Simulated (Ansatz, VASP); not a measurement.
# Two plane-wave programs on SiCl5

File INCAR:

```
ALGO     = Normal         # electronic algorithm
EDIFF    = 1E-6           # SCF threshold, eV
ENCUT    = 520            # plane-wave cutoff, eV
GGA      = PE             # functional
ISIF     = 2              # what is computed and relaxed
ISMEAR   = 0              # smearing method
LASPH    = T              # aspherical terms in the spheres
LCHARG   = T              # write CHGCAR
LELF     = T              # ELF
LREAL    = F              # projectors in reciprocal space
LVHAR    = T            
LWAVE    = F              # write WAVECAR
NBANDS   = 28             # bands
NELM     = 60             # most SCF steps
PREC     = Accurate       # precision mode
SIGMA    = 0.1            # smearing width, eV
```

File KPOINTS:

```
k-points
0
Gamma
  6 6 4
```

File POSCAR:

```
SiCl5
1.0
    5.6729530900      0.0000000000      0.0000000000
   -2.8364765400      4.9129214900      0.0000000000
    0.0000000000      0.0000000000      7.0442807600
Si Cl
1 5
Direct
    0.0000000000      0.0000000000      0.1074908800
    0.3333333300      0.6666666700      0.2211582500
    0.6666666700      0.3333333300      0.2211582500
    0.3168399600      0.0000000000      0.2546973600
    0.0000000000      0.3168399600      0.2546973600
    0.6831600400      0.6831600400      0.2546973600
```

Input for Ansatz:

```yaml
crystal:
  lattice:
    - [5.67295309, 0.0, 0.0]
    - [-2.83647654, 4.91292149, 0.0]
    - [0.0, 0.0, 7.04428076]
  atoms:
    - { symbol: Si, position: [0.0, 0.0, 0.10749088] }
    - { symbol: Cl, position: [0.33333333, 0.66666667, 0.22115825] }
    - { symbol: Cl, position: [0.66666667, 0.33333333, 0.22115825] }
    - { symbol: Cl, position: [0.31683996, 0.0, 0.25469736] }
    - { symbol: Cl, position: [0.0, 0.31683996, 0.25469736] }
    - { symbol: Cl, position: [0.68316004, 0.68316004, 0.25469736] }
basis:
  ecutwfc: 420
kpoints:
  mp_grid: { grid: [6, 6, 4] }
hamiltonian:
  xc: pbe
scf:
  occupations: { method: gaussian, width: 0.1 }
  lower_state_search: "off"
output:
  forces: true
  stress: true
  eigenvalues: true
```

Alike in both runs: task single point; functional PBE; k mesh 6 × 6 × 4; occupations gaussian, width 0.1 eV; no spin polarisation.

|  | VASP | Ansatz |
| --- | --- | --- |
| version | VASP 6.6.1 | Ansatz 0.2.0 |
| potentials or method | VASP PAW PBE potentials, release 64 (Si, Cl), cutoff 520 eV | scalar-relativistic, plane waves, PAW |
| valence electrons in the cell | 39 | 39 |

Ansatz gave:

```
gap on the k mesh at the Fermi level (eV) : none
rms of the force components (eV/Å)        : 3.234
```

What did VASP give for the same quantities?

gap on the k mesh at the Fermi level (eV): none; rms of the force components (eV/Å): 3.237.

Atom by atom the forces differ by 0.014 eV/Å (rms over components). A gap of «none» marks a metal or a gap that the smearing closes. The functional is the same, so the differences come from potentials, cutoffs and numerics.
